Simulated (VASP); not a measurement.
# AlN (zinc blende type) (F-43m) in VASP: a series of runs

The runs below take AlN (zinc blende type) through single point, with HSE06.

All numbers are computed with VASP 6.6.1; they aren't measurements. Logs are shortened: lines on timing, memory, paths and dates and some standing lists are left out, and cuts for length are marked.

### Step 1. The cell of the first run

It takes space group F-43m (No. 216, cubic). Conventional cell: a = 4.415 Å, b = 4.415 Å, c = 4.415 Å, α = 90.00°, β = 90.00°, γ = 90.00°. Within 2.5 Å of Al (site symmetry -43m) lie 4 N at 1.91 Å. Within 2.5 Å of N (site symmetry -43m) lie 4 Al at 1.91 Å.

### Step 2. Single point, HSE06

Input file POSCAR:

```
AlN
1.0
    0.0000000000      2.2073090238      2.2073090238
    2.2073090238      0.0000000000      2.2073090238
    2.2073090238      2.2073090238      0.0000000000
Al N
1 1
Direct
    0.0000000000      0.0000000000      0.0000000000
    0.2500000000      0.2500000000      0.2500000000
```

Input file INCAR.step1:

```
SYSTEM = AlN
PREC = Accurate
ENCUT = 520
EDIFF = 1E-5
ISMEAR = -1
SIGMA = 0.05
LREAL = .False.
LASPH = .True.
NELM = 80
ALGO = Normal
ISIF = 2
LWAVE = .True.
NBANDS = 11
GGA = PE
```

Input file INCAR.step2:

```
SYSTEM = AlN
PREC = Accurate
ENCUT = 520
EDIFF = 1E-7
ISMEAR = -1
SIGMA = 0.05
LREAL = .False.
LASPH = .True.
NELM = 80
ALGO = Normal
ISIF = 2
LWAVE = .False.
LCHARG = .True.
GGA = PE
LHFCALC = .True.
HFSCREEN = 0.2079
PRECFOCK = Normal
LELF = .True.
LVHAR = .True.
NBANDS = 11
ISTART = 1
```

Input file KPOINTS:

```
regular mesh
0
Gamma
  4 4 4
  0 0 0
```

Potentials or basis: VASP PAW PBE potentials, release 64 (Al, N).

Command:

```bash
$ cat potpaw_PBE.64/Al/POTCAR potpaw_PBE.64/N/POTCAR > POTCAR
$ cp INCAR.step1 INCAR
$ mpirun -np 1 vasp_std > vasp.out
$ cp INCAR.step2 INCAR
$ mpirun -np 1 vasp_std > vasp.out
```

OUTCAR:

```text
SYSTEM = AlN
   PREC = Accurate
   ENCUT = 520
   EDIFF = 1E-7
   ISMEAR = -1
   LREAL = .False.
   LASPH = .True.
   NELM = 80
   ISIF = 2
   GGA = PE
   LHFCALC = .True.
   HFSCREEN = 0.2079
   PRECFOCK = Normal
   ISTART = 1

 ion  position               nearest neighbor table
   1  0.000  0.000  0.000-   2 1.91   2 1.91   2 1.91   2 1.91
   2  0.250  0.250  0.250-   1 1.91   1 1.91   1 1.91   1 1.91

  LATTYP: Found a face centered cubic cell.
 ALAT       =     4.4146180476

  Lattice vectors:

 A1 = (   0.0000000000,   2.2073090238,   2.2073090238)
 A2 = (   2.2073090238,   0.0000000000,   2.2073090238)
 A3 = (   2.2073090238,   2.2073090238,   0.0000000000)

Analysis of symmetry for initial positions (statically):
=====================================================================
 Subroutine PRICEL returns:
 Original cell was already a primitive cell.

 Routine SETGRP: Setting up the symmetry group for a
 face centered cubic supercell.

 Subroutine GETGRP returns: Found 24 space group operations
 (whereof 24 operations were pure point group operations)
 out of a pool of 48 trial point group operations.

The static configuration has the point symmetry T_d .

Analysis of symmetry for dynamics (positions and initial velocities):
=====================================================================
 Subroutine PRICEL returns:
 Original cell was already a primitive cell.

 Routine SETGRP: Setting up the symmetry group for a
 face centered cubic supercell.

 Subroutine GETGRP returns: Found 24 space group operations
 (whereof 24 operations were pure point group operations)
 out of a pool of 48 trial point group operations.

The dynamic configuration has the point symmetry T_d .

 Subroutine INISYM returns: Found 24 space group operations
 (whereof 24 operations are pure point group operations),
 and found     1 'primitive' translations

----------------------------------------------------------------------------------------

                                     Primitive cell

  volume of cell :      21.5090

  direct lattice vectors                    reciprocal lattice vectors
     0.000000000  2.207309024  2.207309024    -0.226520163  0.226520163  0.226520163
     2.207309024  0.000000000  2.207309024     0.226520163 -0.226520163  0.226520163
     2.207309024  2.207309024  0.000000000     0.226520163  0.226520163 -0.226520163

  length of vectors
     3.121606358  3.121606358  3.121606358     0.392344431  0.392344431  0.392344431

  position of ions in fractional coordinates (direct lattice)
     0.000000000  0.000000000  0.000000000
     0.250000000  0.250000000  0.250000000

  ion indices of the primitive-cell ions
   primitive index   ion index
                 1           1
                 2           2

----------------------------------------------------------------------------------------

 KPOINTS: regular mesh

Automatic generation of k-mesh.
 Grid dimensions read from file:
 generate k-points for:    4    4    4

 Generating k-lattice:

  Cartesian coordinates                     Fractional coordinates (reciprocal lattice)
    -0.056630041  0.056630041  0.056630041     0.250000000  0.000000000  0.000000000
     0.056630041 -0.056630041  0.056630041     0.000000000  0.250000000  0.000000000
     0.056630041  0.056630041 -0.056630041     0.000000000  0.000000000  0.250000000

  Length of vectors
     0.098086108  0.098086108  0.098086108

  Shift w.r.t. Gamma in fractional coordinates (k-lattice)
     0.000000000  0.000000000  0.000000000

 Subroutine IBZKPT returns following result:
 ===========================================

 Found      8 irreducible k-points:

 Following reciprocal coordinates:
            Coordinates               Weight
  0.000000  0.000000  0.000000      1.000000
  0.250000  0.000000  0.000000      8.000000
  0.500000  0.000000  0.000000      4.000000
  0.250000  0.250000  0.000000      6.000000
  0.500000  0.250000  0.000000     24.000000
 -0.250000  0.250000  0.000000     12.000000
  0.500000  0.500000  0.000000      3.000000
 -0.250000  0.500000  0.250000      6.000000
   k-points           NKPTS =      8   k-points in BZ     NKDIM =     64   number of bands    NBANDS=     11
   number of dos      NEDOS =    301   number of ions     NIONS =      2
   total plane-waves  NPLWV =  13824
   dimension x,y,z NGX =    24 NGY =   24 NGZ =   24
   dimension x,y,z NGXF=    48 NGYF=   48 NGZF=   48
   ions per type =               1   1
   NGX,Y,Z   is equivalent  to a cutoff of  12.78, 12.78, 12.78 a.u.
   NGXF,Y,Z  is equivalent  to a cutoff of  25.56, 25.56, 25.56 a.u.
 SYSTEM =  AlN
   PREC   = accura    normal or accurate (medium, high low for compatibility)
   ISTART =      1    job   : 0-new  1-cont  2-samecut
   ICHARG =      0    charge: 1-file 2-atom 10-const
   ISPIN  =      1    spin polarized calculation?
   LNONCOLLINEAR =      F non collinear calculations
   LSORBIT =      F    spin-orbit coupling
   LASPH  =      T    aspherical Exc in radial PAW
   ENCUT  =  520.0 eV  38.22 Ry    6.18 a.u.   5.80  5.80  5.80*2*pi/ulx,y,z
   NELM   =     80;   NELMIN=  2; NELMDL=  0     # of ELM steps
   EDIFF  = 0.1E-06   stopping-criterion for ELM
   LREAL  =      F    real-space projection
   EDIFFG = 0.1E-05   stopping-criterion for IOM
   NSW    =      0    number of steps for IOM
   IBRION =     -1    ionic relax: 0-MD 1-quasi-New 2-CG
   NFREE  =      0    steps in history (QN), initial steepest desc. (CG)
   ISIF   =      2    stress and relaxation
   ISYM   =      3    0-nonsym 1-usesym 2-fastsym
   POTIM  = 0.5000    time-step for ionic-motion
   TEBEG  =    0.0;   TEEND  =   0.0 temperature during run
   PSTRESS=    0.0 pullay stress
   NELECT =       8.0000    total number of electrons
   NUPDOWN=      -1.0000    fix difference up-down
   EMIN   =  10.00;   EMAX   =-10.00  energy-range for DOS
   EFERMI =   0.00;   METHOD = LEGACY
   ISMEAR =    -1;   SIGMA  =   0.05  broadening in eV -4-tet -1-fermi 0-gaus
   EFERMI_NEDOS =   21; number of points for ismear=-14 and -15
   IALGO  =     38    algorithm
   IMIX   =      1    mixing-type and parameters
     AMIX     =   0.40;   BMIX     =  1.00
     AMIX_MAG =   1.60;   BMIX_MAG =  1.00
  volume/ion in A,a.u.               =      10.75        72.57
  Fermi-wavevector in a.u.,A,eV,Ry     =   1.177330  2.224832 18.859129  1.386107
  Thomas-Fermi vector in A             =   2.313679
   LORBIT       =      0    0 simple, 1 ext, 2 COOP (PROOUT), +10 PAW based schemes
   GGA     = PE    functional components
   LHFCALC =     T    Hartree Fock is set to
   PRECFOCK=normal    Normal, Fast or Accurate (Low or Medium for compatibility)
   ENCUT4O =  -1.0   cutoff for four orbital integrals eV
   NKREDX  =     1    reduce k-point grid by
   NKREDY  =     1    reduce k-point grid by
   NKREDZ  =     1    reduce k-point grid by
   AEXX    =    0.2500 exact exchange contribution
   HFSCREEN=    0.2079 screening length (either q_TF or 0.3 A-1)
   HFSCREENC=   0.2079 screening length for correlation (either q_TF or 0.3 A-1)
   ENCUTFOCK=  -1.0 apply spherical cutoff to Coloumb kernel
   IVDW    =     0    specifies the selected vdW correction
   LEPSILON=     F    determine dielectric tensor
   LRPA    =     F    only Hartree local field effects (RPA)
 non-spin polarized calculation
  energy-cutoff  :      520.00
  volume of cell :       21.51
 maximum number of plane-waves:       604
  NGX = 18; NGY = 18; NGZ = 18

 number of electron       8.0000001 magnetization

 Free energy of the ion-electron system (eV)
  ---------------------------------------------------
  ext. energy  EPLUGINS =         0.00000000
  ---------------------------------------------------
  free energy    TOTEN  =       -17.34995159 eV

  energy without entropy =      -17.34995159  energy(sigma->0) =      -17.34995159

 E-fermi :   5.9114     XC(G=0):  -8.9015

 val. band max:        4.7750032493   @ k =   0.0000   0.0000   0.0000
 cond. band min:       9.2952490408   @ k =   0.5000   0.5000   0.0000
 fundamental gap:      4.5202457915
 Fermi energy:         5.9114310757

 k-point     1 :       0.0000    0.0000    0.0000
  band No.  band energies     occupation
      1     -11.5051      2.00000
      2       4.7750      2.00000
      3       4.7750      2.00000
      4       4.7750      2.00000
      5      10.0377      0.00000
      6      18.6728      0.00000
      7      18.6728      0.00000
      8      18.6728      0.00000
      9      24.0816      0.00000
     10      24.0816      0.00000
     11      25.4126      0.00000

 k-point     2 :       0.2500    0.0000    0.0000
  band No.  band energies     occupation
      1     -10.6290      2.00000
      2       1.3224      2.00000
      3       4.4948      2.00000
      4       4.4948      2.00000
      5      12.4243      0.00000
      6      17.1444      0.00000
      7      18.4939      0.00000
      8      18.4939      0.00000
      9      22.5716      0.00000
     10      22.5716      0.00000
     11      23.4236      0.00000

 k-point     3 :       0.5000    0.0000    0.0000
  band No.  band energies     occupation
      1      -9.4154      2.00000
      2      -1.4335      2.00000
      3       4.2457      2.00000
      4       4.2457      2.00000
      5      13.3386      0.00000
      6      16.1814      0.00000
      7      17.3004      0.00000
      8      17.3004      0.00000
      9      24.2369      0.00000
     10      26.5552      0.00000
     11      26.5552      0.00000

 k-point     4 :       0.2500    0.2500    0.0000
  band No.  band energies     occupation
      1     -10.3437      2.00000
      2       1.7140      2.00000
      3       3.7212      2.00000
      4       3.7212      2.00000
      5      11.9728      0.00000
      6      16.3075      0.00000
      7      17.7250      0.00000
      8      20.2891      0.00000
      9      20.2891      0.00000
     10      25.9905      0.00000
     11      29.1192      0.00000

 k-point     5 :       0.5000    0.2500    0.0000
  band No.  band energies     occupation
      1      -9.1370      2.00000
      2      -0.2928      2.00000
      3       2.3035      2.00000
      4       3.4848      2.00000
      5      11.9457      0.00000
      6      16.1184      0.00000
      7      18.3783      0.00000
      8      19.7040      0.00000
      9      22.0073      0.00000
     10      27.2177      0.00000
     11      29.1492      0.00000

 k-point     6 :      -0.2500    0.2500    0.0000
  band No.  band energies     occupation
      1      -9.5425      2.00000
      2       0.1478      2.00000
      3       2.1423      2.00000
      4       4.2049      2.00000
      5      13.9883      0.00000
      6      15.3053      0.00000
      7      17.8736      0.00000
      8      18.7398      0.00000
      9      22.3019      0.00000
     10      25.0802      0.00000
     11      28.3955      0.00000

 k-point     7 :       0.5000    0.5000    0.0000
  band No.  band energies     occupation
      1      -8.7649      2.00000
      2      -0.4558      2.00000
      3       2.8578      2.00000
      4       2.8578      2.00000
      5       9.2952      0.00000
      6      14.6369      0.00000
      7      20.4247      0.00000
      8      22.1762      0.00000
      9      22.1762      0.00000
     10      29.8159      0.00000
     11      30.5417      0.00000

 k-point     8 :      -0.2500    0.5000    0.2500
  band No.  band energies     occupation
      1      -8.7106      2.00000
      2       0.7002      2.00000
      3       1.1568      2.00000
      4       1.9747      2.00000
      5      12.1285      0.00000
      6      17.6741      0.00000
      7      18.1403      0.00000
      8      18.4125      0.00000
      9      23.6144      0.00000
     10      25.3368      0.00000
     11      31.5326      0.00000

------------------------ aborting loop because EDIFF is reached ----------------------------------------

  FORCE on cell =-STRESS in cart. coord.  units (eV):
  Direction    XX          YY          ZZ          XY          YZ          ZX
  --------------------------------------------------------------------------------------
  -------------------------------------------------------------------------------------
  Total       -0.9225292     -0.9225292     -0.9225292      0.0000000     -0.0000000     -0.0000000
  in kB      -68.7181245    -68.7181245    -68.7181245      0.0000000     -0.0000000     -0.0000000
  external PRESSURE =     -68.7181245 kB  Pullay stress =       0.0000000 kB

 VOLUME and BASIS-vectors are now :
 -----------------------------------------------------------------------------
  energy-cutoff  :      520.00
  volume of cell :       21.51
      direct lattice vectors                 reciprocal lattice vectors
     0.000000000  2.207309024  2.207309024    -0.226520163  0.226520163  0.226520163
     2.207309024  0.000000000  2.207309024     0.226520163 -0.226520163  0.226520163
     2.207309024  2.207309024  0.000000000     0.226520163  0.226520163 -0.226520163

 POSITION                                       TOTAL-FORCE (eV/Angst)
 -----------------------------------------------------------------------------------
      0.00000      0.00000      0.00000         0.000000      0.000000      0.000000
      1.10365      1.10365      1.10365        -0.000000     -0.000000     -0.000000
 -----------------------------------------------------------------------------------
    total drift:                                0.000000     -0.000001     -0.000000

  FREE ENERGIE OF THE ION-ELECTRON SYSTEM (eV)
  ---------------------------------------------------
  free  energy   TOTEN  =       -17.3499515916 eV

  energy  without entropy=      -17.3499515916  energy(sigma->0) =      -17.34995159
```

Wall time 3.4 min (1 thread of AMD EPYC, shared host); peak memory 0.2 GiB.

Results:

| Item | Value |
| --- | --- |
| Free energy | -17.3500 eV |
| Pressure | -6.9 GPa |
| Band gap on the k mesh | 4.52 eV, indirect (least direct gap 5.26 eV) |

Caveat: the k points lie up to 0.62 Å⁻¹ apart; the PAW data sets were made with another functional, which shifts forces and pressure a little.

[end of part 1 of 2]
